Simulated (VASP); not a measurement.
Runs of VASP 6.6.1 on MgB2. The structure is that of space group P6/mmm (No. 191), or close to it. The cells are those of the table. 

```csv
level,cell,k mesh,smearing,grid for exact exchange (PRECFOCK),share of exact exchange,screening parameter,gap on the mesh (eV),pressure (GPa)
HSE06,"a = 3.085, b = 3.085, c = 3.523 Å, angles 90.0, 90.0, 120.0°, 3 atoms",5 × 5 × 4,methfessel-paxton 0.05 eV,Normal,0.25,0.2079 1/Å,none,-3.1
PBE,"a = 3.085, b = 3.112, c = 3.523 Å, angles 90.0, 90.0, 120.9°, 3 atoms",8 × 8 × 6,fermi-dirac 0.05 eV,-,-,-,none,-1.1
BLYP+D3(BJ),"a = 3.029, b = 3.029, c = 3.417 Å, angles 90.0, 90.0, 120.0°, 3 atoms",10 × 10 × 8,fermi-dirac 0.05 eV,-,-,-,none,-0.2
PBE,"a = 3.069, b = 3.069, c = 3.488 Å, angles 90.0, 90.0, 120.0°, 3 atoms",10 × 10 × 8,fermi-dirac 0.05 eV,-,-,-,none,1.8
PBE,"a = 3.085, b = 3.085, c = 3.523 Å, angles 90.0, 90.0, 120.0°, 3 atoms",6 × 6 × 4,fermi-dirac 0.05 eV,-,-,-,none,(b)
PBE,"a = 3.085, b = 3.085, c = 3.523 Å, angles 90.0, 90.0, 120.0°, 3 atoms",9 × 9 × 7,gaussian 0.1 eV,-,-,-,none,-1.2
PBE,"a = 3.031, b = 3.031, c = 3.405 Å, angles 90.0, 90.0, 120.0°, 3 atoms",10 × 10 × 8,fermi-dirac 0.05 eV,-,-,-,none,(a)
PBE,"a = 3.085, b = 3.085, c = 3.523 Å, angles 90.0, 90.0, 120.0°, 3 atoms",10 × 10 × 8,gaussian 0.03 eV,-,-,-,none,-1.1
```

Alike in all rows: task single point; potentials or basis VASP PAW PBE potentials, release 64 (Mg, B); no spin polarisation; cutoff (eV) 520.

Question: Estimate the missing entries.

Answer: (a) 9.8; (b) -1.3.

Caveats: some runs use coarse meshes; the PAW data sets were made with another functional, which shifts forces and pressure a little (at least some runs); the cell stands under pressure (at least some runs).

A gap of «none» marks levels without a gap at the run's occupations.
